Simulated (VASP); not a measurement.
# LaB6 (Pm-3m) in VASP: settings compared, part 2 of 2

VASP 6.6.1. The steps go on from the part before.

## 5. Relaxation of cell and atoms, PBE+D4

This run uses another cell than the first one, of 10.26 Å³/atom.

Input file INCAR:

```
ALGO = Normal ; EDIFF = 1E-6
EDIFFG = -0.01 ; ENCUT = 600
GGA = PE ; IBRION = 2
ISIF = 3 ; ISMEAR = -1
IVDW = 13 ; LASPH = True
LCHARG = False ; LREAL = False
LWAVE = False ; NELM = 60
NSW = 60 ; PREC = Accurate
SIGMA = 0.1
```

Input file KPOINTS:

```
k-points
0
Gamma
  7 7 7
```

Input file POSCAR:

```
LaB6
1.0
    4.1570000000      0.0000000000      0.0000000000
    0.0000000000      4.1570000000      0.0000000000
    0.0000000000      0.0000000000      4.1570000000
La B
1 6
Direct
    0.0000000000      0.0000000000      0.0000000000
    0.1975000000      0.5000000000      0.5000000000
    0.5000000000      0.1975000000      0.5000000000
    0.8025000000      0.5000000000      0.5000000000
    0.5000000000      0.8025000000      0.5000000000
    0.5000000000      0.5000000000      0.1975000000
    0.5000000000      0.5000000000      0.8025000000
```

Run with:

```sh
$ cat potpaw_PBE.64/La/POTCAR potpaw_PBE.64/B/POTCAR > POTCAR
$ mpirun -np 1 vasp_std > vasp.out
```

Run time: 3 min. Hardware: 1 thread of Intel Xeon Platinum 8259CL at 2.50GHz (Skylake/Cascade Lake), shared host; peak memory 0.23 GiB.

It converged, with:

```yaml
Free_energy: -51.0236 eV
Relaxed_volume: 10.00 Å³/atom
Relaxed_cell: a = 4.121 Å, b = 4.121 Å, c = 4.121 Å, α = 90.00°, β = 90.00°, γ = 90.00°
Space_group_after_relaxing_to_0.1_Å: Pm-3m (No. 221)
Energy_gained_by_relaxing: 6.2 meV/atom
Ionic_steps: 6
Pressure_after_relaxing: -0.1 GPa
Largest_force_after_relaxing: 0.007 eV/Å
Band_gap_on_the_k_mesh: zero (an odd number of electrons rules out a gap without spin polarisation)
Dispersion_energy_per_atom: -0.284 eV
```

Forces on the atoms (eV/Å):
```
La   0.000  0.000  0.000
B    0.007  0.000  0.000
B    0.000  0.007  0.000
B   -0.007  0.000  0.000
B    0.000 -0.007  0.000
B    0.000  0.000  0.007
B    0.000  0.000 -0.007
```

The path:
```csv
step,energy change (eV),largest force (eV/Å),pressure (GPa),volume (Å³)
1,0.0000,0.5782,-4.95,71.84
2,0.0646,1.4694,5.20,68.59
3,-0.0393,0.1589,-1.40,70.56
4,-0.0415,0.1291,0.89,69.58
5,-0.0433,0.0104,-0.04,69.97
6,-0.0433,0.0070,-0.07,69.98
```

Final structure:
```
La B
1.0
     4.12094    0.00000    0.00000
     0.00000    4.12094    0.00000
     0.00000    0.00000    4.12094
La B
1 6
Direct
  0.00000 0.00000 0.00000
  0.19933 0.50000 0.50000
  0.50000 0.19933 0.50000
  0.80067 0.50000 0.50000
  0.50000 0.80067 0.50000
  0.50000 0.50000 0.19933
  0.50000 0.50000 0.80067
```

Levels at points of the mesh, in eV from the Fermi level:
```tsv
k point	band 10	band 11	band 12	band 13	band 14	band 15	band 16	band 17	band 18
(0.00, 0.00, 0.00)	-7.02	-7.02	-1.86	-1.86	-1.86	0.22	0.22	0.22	1.57
```

Caveat: spin-orbit coupling is left out, which moves the levels of the heavy elements; an odd number of electrons without spin polarisation forces a metal; a magnetic or distorted state may lie lower.

## 6. Relaxation of cell and atoms, LDA

This run uses another cell than the first one, of 10.26 Å³/atom.

Input file INCAR:

```
PREC = Accurate
ENCUT = 600
EDIFF = 1E-6
ISMEAR = -1
SIGMA = 0.1
LREAL = F
LASPH = T
NELM = 80
ALGO = Normal
ISIF = 3
LWAVE = F
LCHARG = F
GGA = CA
IBRION = 2
NSW = 60
EDIFFG = -0.01
```

Input file KPOINTS:

```
regular mesh
0
Gamma
  7 7 7
```

POSCAR is that of step 5.

Potentials or basis: VASP PAW LDA potentials, release 64 (La, B).

Run with:

```sh
$ cat potpaw_LDA.64/La/POTCAR potpaw_LDA.64/B/POTCAR > POTCAR
$ mpirun -np 1 vasp_std > vasp.out
```

Run time: 2.9 min. Hardware: 1 thread of Intel Xeon Platinum 8259CL at 2.50GHz (Skylake/Cascade Lake), shared host; peak memory 0.2 GiB.

It converged, with:

```
Free energy                           : -54.3986 eV
Relaxed volume                        : 9.84 Å³/atom
Relaxed cell                          : a = 4.100 Å, b = 4.100 Å, c = 4.100 Å, α = 90.00°, β = 90.00°, γ = 90.00°
Space group after relaxing (to 0.1 Å) : Pm-3m (No. 221)
Energy gained by relaxing             : 13.6 meV/atom
Ionic steps                           : 8
Pressure after relaxing               : 0.0 GPa
Largest force after relaxing          : 0.005 eV/Å
Band gap on the k mesh                : zero (an odd number of electrons rules out a gap without spin polarisation)
```

Forces in eV/Å, atoms in the order of the input:
```
La   0.000  0.000  0.000
B    0.005  0.000  0.000
B    0.000  0.005  0.000
B   -0.005  0.000  0.000
B    0.000 -0.005  0.000
B    0.000  0.000  0.005
B    0.000  0.000 -0.005
```

Step by step:
```csv
step,energy change (eV),largest force (eV/Å),pressure (GPa),volume (Å³)
1,0.0000,0.7391,-7.76,71.84
2,0.1045,1.9649,8.46,66.79
3,-0.0869,0.2551,-1.90,69.71
4,-0.0898,0.2553,1.35,68.36
5,-0.0952,0.0205,-0.14,68.96
6,-0.0952,0.0264,-0.10,68.94
7,-0.0952,0.0252,0.22,68.84
8,-0.0953,0.0047,0.04,68.90
```

Final structure:
```
La B
1.0
     4.09955    0.00000    0.00000
     0.00000    4.09955    0.00000
     0.00000    0.00000    4.09955
La B
1 6
Direct
  0.00000 0.00000 0.00000
  0.19981 0.50000 0.50000
  0.50000 0.19981 0.50000
  0.80019 0.50000 0.50000
  0.50000 0.80019 0.50000
  0.50000 0.50000 0.19981
  0.50000 0.50000 0.80019
```

Levels at points of the mesh, in eV from the Fermi level:
```
           k point  band 11  band 12  band 13  band 14  band 15  band 16  band 17  band 18
(0.00, 0.00, 0.00)    -6.88    -1.87    -1.87    -1.87     0.21     0.21     0.21     1.62
```

Caveat: spin-orbit coupling is left out, which moves the levels of the heavy elements; an odd number of electrons without spin polarisation forces a metal; a magnetic or distorted state may lie lower. LDA usually gives volumes a few per cent too small.

## 7. Relaxation of cell and atoms, r2SCAN+rVV10

This run uses another cell than the first one, of 10.26 Å³/atom.

POSCAR is that of step 6.

Input file INCAR.step1:

```
SYSTEM = LaB6
PREC     = Accurate       ! precision mode
ENCUT    = 600            ! plane-wave cutoff, eV
ISMEAR   = -1             ! smearing method
SIGMA    = 0.1            ! smearing width, eV
LREAL    = .False.        ! projectors in reciprocal space
LASPH    = .True.         ! aspherical terms in the spheres
NELM     = 100            ! most SCF steps
GGA      = PE             ! functional
ALGO     = Normal         ! electronic algorithm
EDIFF    = 1E-4           ! SCF threshold, eV
LWAVE    = .True.         ! write WAVECAR
LCHARG   = .False.        ! write CHGCAR
```

Input file INCAR.step2:

```
SYSTEM = LaB6
PREC     = Accurate       ! precision mode
ENCUT    = 600            ! plane-wave cutoff, eV
EDIFF    = 1E-7           ! SCF threshold, eV
ISMEAR   = -1             ! smearing method
SIGMA    = 0.1            ! smearing width, eV
LREAL    = .False.        ! projectors in reciprocal space
LASPH    = .True.         ! aspherical terms in the spheres
NELM     = 100            ! most SCF steps
ALGO     = Normal         ! electronic algorithm
ISIF     = 3              ! what is computed and relaxed
LWAVE    = .False.        ! write WAVECAR
LCHARG   = .False.        ! write CHGCAR
METAGGA  = R2SCAN         ! meta-GGA
LMIXTAU  = .True.       
LUSE_VDW = .True.       
IVDW_NL  = 2            
BPARAM   = 11.95        
CPARAM   = 0.0093       
IBRION   = 2              ! ionic algorithm
NSW      = 60             ! ionic steps
EDIFFG   = -0.01          ! ionic threshold
ISTART   = 1
```

Input file KPOINTS:

```
regular mesh
0
Gamma
  7 7 7
  0 0 0
```

Potentials or basis: VASP PAW PBE potentials, release 64 (La, B).

Run with:

```sh
$ cat potpaw_PBE.64/La/POTCAR potpaw_PBE.64/B/POTCAR > POTCAR
$ cp INCAR.step1 INCAR
$ mpirun -np 1 vasp_std > vasp.out
$ cp INCAR.step2 INCAR
$ mpirun -np 1 vasp_std > vasp.out
```

OUTCAR:

```text
SYSTEM = LaB6
   PREC = Accurate
   ENCUT = 600
   EDIFF = 1E-7
   ISMEAR = -1
   LREAL = .False.
   LASPH = .True.
   NELM = 100
   ISIF = 3
   METAGGA = R2SCAN
   IVDW_NL = 2
   BPARAM = 11.95
   IBRION = 2
   NSW = 60
   EDIFFG = -0.01
   ISTART = 1

 ion  position               nearest neighbor table
   1  0.000  0.000  0.000-
   2  0.197  0.500  0.500-   4 1.64   3 1.78   5 1.78   6 1.78   7 1.78
   3  0.500  0.197  0.500-   5 1.64   4 1.78   2 1.78   6 1.78   7 1.78
   4  0.803  0.500  0.500-   2 1.64   3 1.78   5 1.78   6 1.78   7 1.78
   5  0.500  0.803  0.500-   3 1.64   2 1.78   4 1.78   6 1.78   7 1.78
   6  0.500  0.500  0.197-   7 1.64   3 1.78   4 1.78   5 1.78   2 1.78
   7  0.500  0.500  0.803-   6 1.64   3 1.78   4 1.78   5 1.78   2 1.78

  LATTYP: Found a simple cubic cell.
 ALAT       =     4.1570000000

  Lattice vectors:

 A1 = (   4.1570000000,   0.0000000000,   0.0000000000)
 A2 = (   0.0000000000,   4.1570000000,   0.0000000000)
 A3 = (   0.0000000000,   0.0000000000,   4.1570000000)

Analysis of symmetry for initial positions (statically):
=====================================================================
[... 166 lines left out ...]
 maximum number of plane-waves:      2417
 NGX is ok and might be reduce to    36
   NGX = 17   NGY = 17   NGZ = 17

--------------------------------------- Ionic step        1  -------------------------------------------

 number of electron      29.0000000 magnetization

 Free energy of the ion-electron system (eV)
  ---------------------------------------------------
  ext. energy  EPLUGINS =         0.00000000
  ---------------------------------------------------
  free energy    TOTEN  =       -77.90471776 eV

  energy without entropy =      -77.86803679  energy(sigma->0) =      -77.88637727

------------------------ aborting loop because EDIFF is reached ----------------------------------------

  FORCE on cell =-STRESS in cart. coord.  units (eV):
  Direction    XX          YY          ZZ          XY          YZ          ZX
  --------------------------------------------------------------------------------------
  -------------------------------------------------------------------------------------
  Total       -0.6941707     -0.6941707     -0.6941707      0.0000000      0.0000000     -0.0000000
  in kB      -15.4823456    -15.4823456    -15.4823456      0.0000000      0.0000000     -0.0000000
  external PRESSURE =     -15.4823456 kB  Pullay stress =       0.0000000 kB
[... 274 lines left out ...]
--------------------------------------- Ionic step        8  -------------------------------------------

 number of electron      29.0000000 magnetization

 Free energy of the ion-electron system (eV)
  ---------------------------------------------------
  ext. energy  EPLUGINS =         0.00000000
  ---------------------------------------------------
  free energy    TOTEN  =       -77.92484033 eV

  energy without entropy =      -77.88720343  energy(sigma->0) =      -77.90602188

 E-fermi :   8.8061     XC(G=0): -11.9801

 val. band max:        8.7469433310   @ k =   0.1429   0.1429   0.0000
 cond. band min:       8.8530165895   @ k =   0.2857   0.2857   0.0000
 fundamental gap:      0.1060732584
 Fermi energy:         8.8060876235

 k-point     1 :       0.0000    0.0000    0.0000
  band No.  band energies     occupation
      1     -25.5688      2.00000
      2      -8.8696      2.00000
      3      -8.8696      2.00000
      4      -8.8696      2.00000
      5      -7.8334      2.00000
      6       0.3603      2.00000
[... 443 lines left out ...]
  FREE ENERGIE OF THE ION-ELECTRON SYSTEM (eV)
  ---------------------------------------------------
  free  energy   TOTEN  =       -77.9248403252 eV

  energy  without entropy=      -77.8872034342  energy(sigma->0) =      -77.90602188

 reached required accuracy - stopping structural energy minimisation
```

OUTCAR.step1:

```text
SYSTEM = LaB6
   PREC = Accurate
   ENCUT = 600
   ISMEAR = -1
   LREAL = .False.
   LASPH = .True.
   NELM = 100
[... 652 lines left out ...]
      2.07850      3.33599      2.07850        -0.000000     -0.590891      0.000000
      2.07850      2.07850      0.82101        -0.000000     -0.000000      0.590891
      2.07850      2.07850      3.33599         0.000000      0.000000     -0.590891
 -----------------------------------------------------------------------------------
    total drift:                                0.000000      0.000000      0.000000

  FREE ENERGIE OF THE ION-ELECTRON SYSTEM (eV)
  ---------------------------------------------------
  free  energy   TOTEN  =       -49.0408998485 eV

  energy  without entropy=      -49.0027589319  energy(sigma->0) =      -49.02182939
```

It took 23 min on 1 thread of Intel Xeon Platinum 8259CL at 2.50GHz (Skylake/Cascade Lake), shared host; peak memory 0.41 GiB.

What came out:

* Free energy: -77.9248 eV
* Relaxed volume: 10.20 Å³/atom
* Relaxed cell: a = 4.148 Å, b = 4.148 Å, c = 4.148 Å, α = 90.00°, β = 90.00°, γ = 90.00°
* Space group after relaxing (to 0.1 Å): Pm-3m (No. 221)
* Energy gained by relaxing: 2.9 meV/atom
* Ionic steps: 8
* Pressure after relaxing: 0.0 GPa
* Band gap on the k mesh: zero (an odd number of electrons rules out a gap without spin polarisation)

The path:
```tsv
step	energy change (eV)	largest force (eV/Å)	pressure (GPa)	volume (Å³)
1	0.0000	0.6267	-1.55	71.84
2	0.0697	1.3744	2.96	70.81
3	-0.0200	0.0078	-0.30	71.50
4	-0.0200	0.0207	-0.28	71.50
5	-0.0201	0.0074	0.16	71.32
6	-0.0201	0.0114	0.03	71.37
7	-0.0201	0.0185	-0.03	71.39
8	-0.0201	0.0002	0.01	71.38
```

Final structure:
```
La B
1.0
     4.14815    0.00000    0.00000
     0.00000    4.14815    0.00000
     0.00000    0.00000    4.14815
La B
1 6
Cartesian
  0.0000 0.0000 0.0000
  0.8287 2.0741 2.0741
  2.0741 0.8287 2.0741
  3.3194 2.0741 2.0741
  2.0741 3.3194 2.0741
  2.0741 2.0741 0.8287
  2.0741 2.0741 3.3194
```

Caveat: the PAW data sets were made with another functional, which shifts forces and pressure a little; spin-orbit coupling is left out, which moves the levels of the heavy elements; an odd number of electrons without spin polarisation forces a metal; a magnetic or distorted state may lie lower.

## 8. Overview

| task | level | potentials or basis | cell | cutoff (eV) | gap on the mesh (eV) | pressure (GPa) | relaxed volume (Å³/atom) | largest force (eV/Å) |
| --- | --- | --- | --- | --- | --- | --- | --- | --- |
| single point | LDA | VASP PAW LDA potentials, release 64 (La, B) | a = 4.099 Å, 7 atoms, atomic positions A | 520 | none | 0.2 | - | 0.02 |
| single point | PBE+D4 | VASP PAW PBE potentials, release 64 (La, B) | a = 4.122 Å, 7 atoms, atomic positions B | 520 | none | -0.1 | - | 0.02 |
| single point | r2SCAN+rVV10 | VASP PAW PBE potentials, release 64 (La, B) | a = 4.147 Å, 7 atoms, atomic positions A | 520 | none | 0.2 | - | 0.02 |
| relaxation of cell and atoms | PBE+D4 | VASP PAW PBE potentials, release 64 (La, B) | relaxed from a = 4.157 Å, 7 atoms, atomic positions C | 600 | none | -0.1 | 10.00 | 0.01 |
| relaxation of cell and atoms | LDA | VASP PAW LDA potentials, release 64 (La, B) | relaxed from a = 4.157 Å, 7 atoms, atomic positions C | 600 | none | 0.0 | 9.84 | - |
| relaxation of cell and atoms | r2SCAN+rVV10 | VASP PAW PBE potentials, release 64 (La, B) | relaxed from a = 4.157 Å, 7 atoms, atomic positions C | 600 | none | 0.0 | 10.20 | - |

Alike in all rows: no spin polarisation; k mesh 7 × 7 × 7; smearing fermi-dirac 0.1 eV.

Caveats: spin-orbit coupling is left out, which moves the levels of the heavy elements; an odd number of electrons without spin polarisation forces a metal; a magnetic or distorted state may lie lower; the PAW data sets were made with another functional, which shifts forces and pressure a little (at least some runs).

Total energies depend on the potentials used, so only differences within one code and one set of settings carry meaning.

The gap in the log of VASP goes by the Fermi energy; the results here count the filled bands.